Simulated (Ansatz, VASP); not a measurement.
## Two plane-wave programs on BaNaF

```xyz
3
Lattice="4.4271 0.0000 0.0000 -2.2136 3.8340 0.0000 0.0000 0.0000 4.3697" Properties=species:S:1:pos:R:3 pbc="T T T"
Na    0.0000    0.0000    0.0000
Ba    0.0000    2.5560    2.1848
F     2.2136    1.2780    2.1848
```

Change from the starting cell: species swapped into the HoCuSi type (P-6m2, No. 187).

Alike in both runs: task single point; functional PBE; k mesh 6 × 6 × 4; occupations gaussian, width 0.1 eV; no spin polarisation.

|  | VASP | Ansatz |
| --- | --- | --- |
| version | VASP 6.6.1 | Ansatz 0.2.0 |
| potentials or method | VASP PAW PBE potentials, release 64 (Na_sv, Ba_sv, F), cutoff 1130 eV | scalar-relativistic, plane waves, PAW |
| valence electrons in the cell | 26 | 26 |

Ansatz gave:

| Quantity | Value |
| --- | --- |
| gap on the k mesh at the Fermi level (eV) | none |
| pressure (GPa) | 8.3 |
| traceless stress, the component that is largest in VASP (GPa) | 3.44 |

Problem. Which values does VASP return?

Solution. gap on the k mesh at the Fermi level (eV): none; pressure (GPa): 8.9; traceless stress, the component that is largest in VASP (GPa): 2.87.

A gap of «none» marks a metal or a gap that the smearing closes. With one functional, cell and mesh, what is left measures potentials, basis and numerics.

Spin-orbit coupling is off throughout.
